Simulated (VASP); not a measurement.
Runs of VASP 6.6.1 on InP. The structure is that of space group F-43m (No. 216), or close to it. The cells are those of the table. 

```csv
cell,gap on the mesh (eV),pressure (GPa)
"a = 4.062 Å, angles 60.0°, 2 atoms",1.52,6.7
"a = 4.003 Å, angles 60.0°, 2 atoms",(c),11.5
"a = 3.941 Å, angles 60.0°, 2 atoms",1.72,(a)
"a = 3.877 Å, angles 60.0°, 2 atoms",1.61,24.8
"a = 4.232 Å, angles 60.0°, 2 atoms",(b),-2.5
```

Alike in all rows: task single point; level r2SCAN; potentials or basis VASP PAW PBE potentials, release 64 (In_d, P); no spin polarisation; k mesh 14 × 14 × 14; cutoff (eV) 520; smearing gaussian 0.05 eV.

Estimate the missing entries.

(a) 17.4; (b) 0.80; (c) 1.77.

Caveats: the PAW data sets were made with another functional, which shifts forces and pressure a little; spin-orbit coupling is left out, which moves the levels of the heavy elements; the cell stands under pressure (at least some runs).

A k mesh can miss the band edges, and the runs leave out spin-orbit coupling on In.
